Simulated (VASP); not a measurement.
A run of VASP 6.6.1 is set up as follows.

File INCAR:

```
  PREC = Accurate
  ENCUT = 520
  EDIFF = 1E-6
  ISMEAR = 0
  SIGMA = 0.15
  LREAL = False
  LASPH = True
  NELM = 60
  ALGO = Normal
  ISIF = 2
  LWAVE = False
  LCHARG = False
  GGA = PE
  NBANDS = 16
```

Contents of KPOINTS:

```
regular mesh
0
Gamma
  18 18 10
```

POSCAR

```
Ir
1.0
    2.8119000000      0.0000000000      0.0000000000
   -1.4059500000      2.4351768329      0.0000000000
    0.0000000000      0.0000000000      4.4529609382
Ir
2
Direct
    0.6666666667      0.3333333333      0.7500000000
    0.3333333333      0.6666666667      0.2500000000
```

Potentials or basis: VASP PAW PBE potentials, release 64 (Ir).

Launch:

```bash
$ cat potpaw_PBE.64/Ir/POTCAR > POTCAR
$ mpirun -np 1 vasp_std > vasp.out
```

Question: Predict the pressure.

Answer: -13.3 GPa.

Question: Predict the band gap on the k mesh.

Answer: Zero (band 9 reaches 10.15 eV, above the bottom of band 10 at 7.17 eV).

Stress tensor (GPa, compression positive):
```
-15.47   0.00   0.00
  0.00 -15.47   0.00
  0.00   0.00  -8.98
```

Caveat: spin-orbit coupling is left out, which moves the levels of the heavy elements.
